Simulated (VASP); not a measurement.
# B5W2 (R-3m) in VASP: relaxation of cell and atoms with PBE

Aim: the relaxation of cell and atoms of B5W2 with PBE.

Everything below comes from runs of VASP 6.6.1. Logs are shortened: lines on timing, memory, paths and dates and some standing lists are left out, and cuts for length are marked.

### Step 1. The cell of the first run

Symmetry: R-3m, No. 166, trigonal system. Conventional cell: a = 3.094 Å, b = 3.094 Å, c = 21.397 Å, α = 90.00°, β = 90.00°, γ = 120.00°. Within 2.4 Å of B (site symmetry 3m) lie 6 B at 1.83 to 1.95 Å and 4 W at 2.32 to 2.36 Å. Within 2.5 Å of B (site symmetry 3m) lie 3 B at 1.79 Å and 6 W at 2.39 to 2.45 Å. B (site symmetry -3m) has 6 B at 1.83 Å within 2.4 Å. Within 3.1 Å of W (site symmetry 3m) lie 13 B at 2.32 to 2.63 Å and 6 W at 3.09 Å.

### Step 2. Relaxation of cell and atoms, PBE

Contents of INCAR:

```
SYSTEM = B5W2
PREC = Accurate ; ENCUT = 600
EDIFF = 1E-6 ; ISMEAR = 0
SIGMA = 0.1 ; LREAL = .FALSE.
LASPH = .TRUE. ; NELM = 60
ALGO = Normal ; ISIF = 3
LWAVE = .FALSE. ; LCHARG = .FALSE.
GGA = PE ; IBRION = 2
NSW = 100 ; EDIFFG = -0.005
```

Contents of KPOINTS:

```
Automatic mesh
0
G
  15 15 15
  0 0 0
```

Contents of POSCAR:

```
B5W2
1.0
    1.5471288490      0.8932352575      7.1322989758
   -1.5471288490      0.8932352575      7.1322989758
    0.0000000000     -1.7864705149      7.1322989758
B W
5 2
Direct
    0.1849148467      0.1849148467      0.1849148467
    0.8150851533      0.8150851533      0.8150851533
    0.3311449063      0.3311449063      0.3311449063
    0.6688550937      0.6688550937      0.6688550937
    0.5000000000      0.5000000000      0.5000000000
    0.0764683187      0.0764683187      0.0764683187
    0.9235316813      0.9235316813      0.9235316813
```

Potentials or basis: VASP PAW PBE potentials, release 64 (B, W_sv).

On the command line:

```sh
> cat potpaw_PBE.64/B/POTCAR potpaw_PBE.64/W_sv/POTCAR > POTCAR
> mpirun -np 1 vasp_std > vasp.out
```

OUTCAR:

```text
SYSTEM = B5W2
   PREC = Accurate
   ENCUT = 600
   EDIFF = 1E-6
   ISMEAR = 0
   LREAL = .FALSE.
   LASPH = .TRUE.
   NELM = 60
   ISIF = 3
   GGA = PE
   IBRION = 2
   NSW = 100
   EDIFFG = -0.005

 ion  position               nearest neighbor table
   1  0.185  0.185  0.185-   5 1.83   5 1.83   5 1.83   2 1.95   2 1.95   2 1.95   6 2.32   7 2.36
                             7 2.36   7 2.36
   2  0.815  0.815  0.815-   5 1.83   5 1.83   5 1.83   1 1.95   1 1.95   1 1.95   7 2.32   6 2.36
                             6 2.36   6 2.36
   3  0.331  0.331  0.331-   4 1.79   4 1.79   4 1.79   7 2.39   7 2.39   7 2.39   6 2.45   6 2.45
                             6 2.45
   4  0.669  0.669  0.669-   3 1.79   3 1.79   3 1.79   6 2.39   6 2.39   6 2.39   7 2.45   7 2.45
                             7 2.45
   5  0.500  0.500  0.500-   1 1.83   1 1.83   2 1.83   2 1.83   1 1.83   2 1.83   6 2.63   7 2.63
                             6 2.63   7 2.63   6 2.63   7 2.63
   6  0.076  0.076  0.076-   1 2.32   2 2.36   2 2.36   2 2.36   4 2.39   4 2.39   4 2.39   3 2.45
                             3 2.45   3 2.45   5 2.63   5 2.63   5 2.63   7 3.27
   7  0.924  0.924  0.924-   2 2.32   1 2.36   1 2.36   1 2.36   3 2.39   3 2.39   3 2.39   4 2.45
                             4 2.45   4 2.45   5 2.63   5 2.63   5 2.63   6 3.27

  LATTYP: Found a trigonal (rhomboedric) cell.
 ALAT       =     7.3526298411
 COS(alpha) =     0.9114481662

  Lattice vectors:

 A1 = (   1.5471288490,   0.8932352575,   7.1322989758)
 A2 = (  -1.5471288490,   0.8932352575,   7.1322989758)
 A3 = (   0.0000000000,  -1.7864705149,   7.1322989758)

Analysis of symmetry for initial positions (statically):
=====================================================================
 Subroutine PRICEL returns:
 Original cell was already a primitive cell.

 Routine SETGRP: Setting up the symmetry group for a
 trigonal (rhombohedral) supercell.

 Subroutine GETGRP returns: Found 12 space group operations
 (whereof 12 operations were pure point group operations)
 out of a pool of 12 trial point group operations.

The static configuration has the point symmetry D_3d.

Analysis of symmetry for dynamics (positions and initial velocities):
=====================================================================
 Subroutine PRICEL returns:
 Original cell was already a primitive cell.

 Routine SETGRP: Setting up the symmetry group for a
 trigonal (rhombohedral) supercell.

 Subroutine GETGRP returns: Found 12 space group operations
 (whereof 12 operations were pure point group operations)
 out of a pool of 12 trial point group operations.

The dynamic configuration has the point symmetry D_3d.

 Subroutine INISYM returns: Found 12 space group operations
 (whereof 12 operations are pure point group operations),
 and found     1 'primitive' translations

----------------------------------------------------------------------------------------

                                     Primitive cell

  volume of cell :      59.1389

  direct lattice vectors                    reciprocal lattice vectors
     1.547128849  0.893235257  7.132298976     0.323179288  0.186587649  0.046735749
    -1.547128849  0.893235257  7.132298976    -0.323179288  0.186587649  0.046735749
     0.000000000 -1.786470515  7.132298976     0.000000000 -0.373175298  0.046735749

  length of vectors
     7.352629841  7.352629841  7.352629841     0.376090459  0.376090459  0.376090459

  position of ions in fractional coordinates (direct lattice)
     0.184914847  0.184914847  0.184914847
     0.815085153  0.815085153  0.815085153
     0.331144906  0.331144906  0.331144906
     0.668855094  0.668855094  0.668855094
     0.500000000  0.500000000  0.500000000
     0.076468319  0.076468319  0.076468319
     0.923531681  0.923531681  0.923531681

  ion indices of the primitive-cell ions
   primitive index   ion index
                 1           1
                 2           2
                 3           3
                 4           4
                 5           5
                 6           6
                 7           7

----------------------------------------------------------------------------------------

 KPOINTS: Automatic mesh

Automatic generation of k-mesh.
 Grid dimensions read from file:
 generate k-points for:   15   15   15

 Generating k-lattice:

  Cartesian coordinates                     Fractional coordinates (reciprocal lattice)
     0.021545286  0.012439177  0.003115717     0.066666667  0.000000000  0.000000000
    -0.021545286  0.012439177  0.003115717     0.000000000  0.066666667  0.000000000
     0.000000000 -0.024878353  0.003115717    -0.000000000 -0.000000000  0.066666667

  Length of vectors
     0.025072697  0.025072697  0.025072697

  Shift w.r.t. Gamma in fractional coordinates (k-lattice)
     0.000000000  0.000000000  0.000000000

 Subroutine IBZKPT returns following result:
 ===========================================

 Found    344 irreducible k-points:

 Following reciprocal coordinates:
            Coordinates               Weight
  0.000000  0.000000  0.000000      1.000000
  0.066667 -0.000000 -0.000000      6.000000
  0.133333  0.000000  0.000000      6.000000
  0.200000 -0.000000  0.000000      6.000000
  0.266667  0.000000  0.000000      6.000000
  0.333333 -0.000000 -0.000000      6.000000
[... 16 lines left out ...]
  0.133333  0.133333  0.000000      6.000000
  0.200000  0.133333  0.000000     12.000000
 [... further k-points ...]
   k-points           NKPTS =    344   k-points in BZ     NKDIM =    344   number of bands    NBANDS=     25
   number of dos      NEDOS =    301   number of ions     NIONS =      7
   total plane-waves  NPLWV = 216000
   dimension x,y,z NGX =    60 NGY =   60 NGZ =   60
   dimension x,y,z NGXF=   120 NGYF=  120 NGZF=  120
   ions per type =               5   2
   NGX,Y,Z   is equivalent  to a cutoff of  13.57, 13.57, 13.57 a.u.
   NGXF,Y,Z  is equivalent  to a cutoff of  27.13, 27.13, 27.13 a.u.
 SYSTEM =  B5W2
   PREC   = accura    normal or accurate (medium, high low for compatibility)
   ISTART =      0    job   : 0-new  1-cont  2-samecut
   ICHARG =      2    charge: 1-file 2-atom 10-const
   ISPIN  =      1    spin polarized calculation?
   LNONCOLLINEAR =      F non collinear calculations
   LSORBIT =      F    spin-orbit coupling
   LASPH  =      T    aspherical Exc in radial PAW
   ENCUT  =  600.0 eV  44.10 Ry    6.64 a.u.  14.69 14.69 14.69*2*pi/ulx,y,z
   NELM   =     60;   NELMIN=  2; NELMDL= -5     # of ELM steps
   EDIFF  = 0.1E-05   stopping-criterion for ELM
   LREAL  =      F    real-space projection
   EDIFFG = -.5E-02   stopping-criterion for IOM
   NSW    =    100    number of steps for IOM
   IBRION =      2    ionic relax: 0-MD 1-quasi-New 2-CG
   NFREE  =      1    steps in history (QN), initial steepest desc. (CG)
   ISIF   =      3    stress and relaxation
   ISYM   =      2    0-nonsym 1-usesym 2-fastsym
   POTIM  = 0.5000    time-step for ionic-motion
   TEBEG  =    0.0;   TEEND  =   0.0 temperature during run
   PSTRESS=    0.0 pullay stress
   NELECT =      43.0000    total number of electrons
   NUPDOWN=      -1.0000    fix difference up-down
   EMIN   =  10.00;   EMAX   =-10.00  energy-range for DOS
   EFERMI =   0.00;   METHOD = LEGACY
   ISMEAR =     0;   SIGMA  =   0.10  broadening in eV -4-tet -1-fermi 0-gaus
   EFERMI_NEDOS =   21; number of points for ismear=-14 and -15
   IALGO  =     38    algorithm
   IMIX   =      4    mixing-type and parameters
     AMIX     =   0.40;   BMIX     =  1.00
     AMIX_MAG =   1.60;   BMIX_MAG =  1.00
  volume/ion in A,a.u.               =       8.45        57.01
  Fermi-wavevector in a.u.,A,eV,Ry     =   1.472109  2.781882 29.485248  2.167105
  Thomas-Fermi vector in A             =   2.587163
   LORBIT       =      0    0 simple, 1 ext, 2 COOP (PROOUT), +10 PAW based schemes
   GGA     = PE    functional components
   LHFCALC =     F    Hartree Fock is set to
   AEXX    =    0.0000 exact exchange contribution
   IVDW    =     0    specifies the selected vdW correction
   LEPSILON=     F    determine dielectric tensor
   LRPA    =     F    only Hartree local field effects (RPA)
 conjugate gradient relaxation of ions
 non-spin polarized calculation
 Gauss-broadening in eV      SIGMA  =   0.10
  energy-cutoff  :      600.00
  volume of cell :       59.14
 maximum number of plane-waves:      1993
   NGX = 29   NGY = 29   NGZ = 29

--------------------------------------- Ionic step        1  -------------------------------------------

 number of electron      43.0000002 magnetization

 Free energy of the ion-electron system (eV)
  ---------------------------------------------------
  ext. energy  EPLUGINS =         0.00000000
  ---------------------------------------------------
  free energy    TOTEN  =       -57.66027095 eV

  energy without entropy =      -57.64880995  energy(sigma->0) =      -57.65454045

------------------------ aborting loop because EDIFF is reached ----------------------------------------

  FORCE on cell =-STRESS in cart. coord.  units (eV):
  Direction    XX          YY          ZZ          XY          YZ          ZX
  --------------------------------------------------------------------------------------
  -------------------------------------------------------------------------------------
  Total        0.2333043      0.2333043      0.2473873      0.0000000      0.0000000      0.0000000
  in kB        6.3206269      6.3206269      6.7021604      0.0000000      0.0000000      0.0000000
  external PRESSURE =       6.4478048 kB  Pullay stress =       0.0000000 kB
[... 272 lines left out ...]
  energy  without entropy=      -57.6499010337  energy(sigma->0) =      -57.65556235

--------------------------------------- Ionic step        8  -------------------------------------------

 number of electron      43.0000002 magnetization

 Free energy of the ion-electron system (eV)
  ---------------------------------------------------
  ext. energy  EPLUGINS =         0.00000000
  ---------------------------------------------------
  free energy    TOTEN  =       -57.66122648 eV

  energy without entropy =      -57.64991131  energy(sigma->0) =      -57.65556890

 E-fermi :  11.9416     XC(G=0): -13.4394

 val. band max:       11.9373235289   @ k =   0.3333   0.2667   0.0667
 cond. band min:      11.9417290832   @ k =  -0.4000   0.4667   0.2667
 fundamental gap:      0.0044055543
 Fermi energy:        11.9415780687

 k-point     1 :       0.0000    0.0000    0.0000
  band No.  band energies     occupation
      1     -63.1156      2.00000
      2     -63.1126      2.00000
      3     -27.6105      2.00000
      4     -27.4941      2.00000
      5     -27.1604      2.00000
      6     -27.1604      2.00000
[... 661 lines left out ...]
     24      12.2712      0.00000
     25      13.5656      0.00000

 [... further k-points ...]

------------------------ aborting loop because EDIFF is reached ----------------------------------------

  FORCE on cell =-STRESS in cart. coord.  units (eV):
  Direction    XX          YY          ZZ          XY          YZ          ZX
  --------------------------------------------------------------------------------------
  -------------------------------------------------------------------------------------
  Total       -0.0198388     -0.0198388     -0.0095107      0.0000000     -0.0000000      0.0000000
  in kB       -0.5362179     -0.5362179     -0.2570627      0.0000000     -0.0000000      0.0000000
  external PRESSURE =      -0.4431661 kB  Pullay stress =       0.0000000 kB
[... 22 lines left out ...]
  FREE ENERGIE OF THE ION-ELECTRON SYSTEM (eV)
  ---------------------------------------------------
  free  energy   TOTEN  =       -57.6612264845 eV

  energy  without entropy=      -57.6499113106  energy(sigma->0) =      -57.65556890

 reached required accuracy - stopping structural energy minimisation
```

It took 2.1 h on 1 thread of Intel Xeon Platinum 8488C (Sapphire Rapids), shared host; peak memory 0.92 GiB.

Results:

```
Free energy                           : -57.6612 eV
Relaxed volume                        : 8.47 Å³/atom
Relaxed cell                          : a = 7.360 Å, b = 7.360 Å, c = 7.360 Å, α = 24.29°, β = 24.29°, γ = 24.29°
Space group after relaxing (to 0.1 Å) : R-3m (No. 166)
Energy gained by relaxing             : 0.1 meV/atom
Ionic steps                           : 8
Pressure after relaxing               : 0.0 GPa
Band gap on the k mesh                : zero (an odd number of electrons rules out a gap without spin polarisation)
```

Forces on the atoms (eV/Å):
```
B    0.000  0.000  0.000
B    0.000  0.000  0.000
B    0.000  0.000 -0.002
B    0.000  0.000  0.002
B    0.000  0.000  0.000
W    0.000  0.000 -0.002
W    0.000  0.000  0.002
```

Step by step:
```csv
step,energy change (eV),largest force (eV/Å),pressure (GPa),volume (Å³)
1,0.0000,0.0627,0.64,59.14
2,-0.0002,0.0380,-0.90,59.43
3,-0.0005,0.0427,-0.24,59.30
4,-0.0008,0.0222,-0.11,59.28
5,-0.0009,0.0111,0.02,59.26
6,-0.0009,0.0110,0.02,59.26
7,-0.0010,0.0064,-0.01,59.27
8,-0.0010,0.0022,-0.04,59.28
```

Final structure:
```
B W
1.0
     1.54818    0.89384    7.13925
    -1.54818    0.89384    7.13925
     0.00000   -1.78768    7.13925
B W
5 2
Direct
  0.18521 0.18521 0.18521
  0.81479 0.81479 0.81479
  0.33105 0.33105 0.33105
  0.66895 0.66895 0.66895
  0.50000 0.50000 0.50000
  0.07678 0.07678 0.07678
  0.92322 0.92322 0.92322
```

Levels at points of the mesh, in eV from the Fermi level:
```csv
k point,band 18,band 19,band 20,band 21,band 22,band 23,band 24,band 25
"(0.00, 0.00, 0.00)",-3.46,-3.46,-2.02,-1.99,-1.99,-0.62,-0.62,0.59
```

Caveat: spin-orbit coupling is left out, which moves the levels of the heavy elements.
